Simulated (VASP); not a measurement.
Here is a VASP 6.6.1 calculation.

Contents of INCAR:

```
PREC = Accurate
ENCUT = 600
EDIFF = 1E-8
ISMEAR = 0
SIGMA = 0.01
LREAL = F
LASPH = T
NELM = 100
ALGO = Normal
ISIF = 3
LWAVE = F
LCHARG = F
GGA = PE
IBRION = 6
NFREE = 2
POTIM = 0.015
NSW = 1
```

Contents of KPOINTS:

```
Automatic mesh
0
Gamma
  6 6 6
```

File POSCAR:

```
KMgF3
1.0
    4.0543038463      0.0000000000      0.0000000000
    0.0000000000      4.0543038463      0.0000000000
    0.0000000000      0.0000000000      4.0543038463
K Mg F
1 1 3
Direct
    0.5000000000      0.5000000000      0.5000000000
    0.0000000000      0.0000000000      0.0000000000
    0.5000000000      0.0000000000      0.0000000000
    0.0000000000      0.5000000000      0.0000000000
    0.0000000000      0.0000000000      0.5000000000
```

Potentials or basis: VASP PAW PBE potentials, release 64 (K_sv, Mg, F).

Run with:

```bash
$ cat potpaw_PBE.64/K_sv/POTCAR potpaw_PBE.64/Mg/POTCAR potpaw_PBE.64/F/POTCAR > POTCAR
$ mpirun -np 1 vasp_std > vasp.out
```

What does it give for the elastic constants C11, C12, C44?

120, 38, 44 GPa.

What does it give for the Voigt bulk modulus?

65 GPa.

What does it give for the highest phonon frequency at Γ, LO-TO splitting left out?

424 cm⁻¹.

Phonon frequencies in cm⁻¹ (negative: imaginary):
```csv
q point,frequencies
"(0.000, 0.000, 0.000)",-1 -1 -1 142 142 142 185 185 185 284 284 284 424 424 424
```
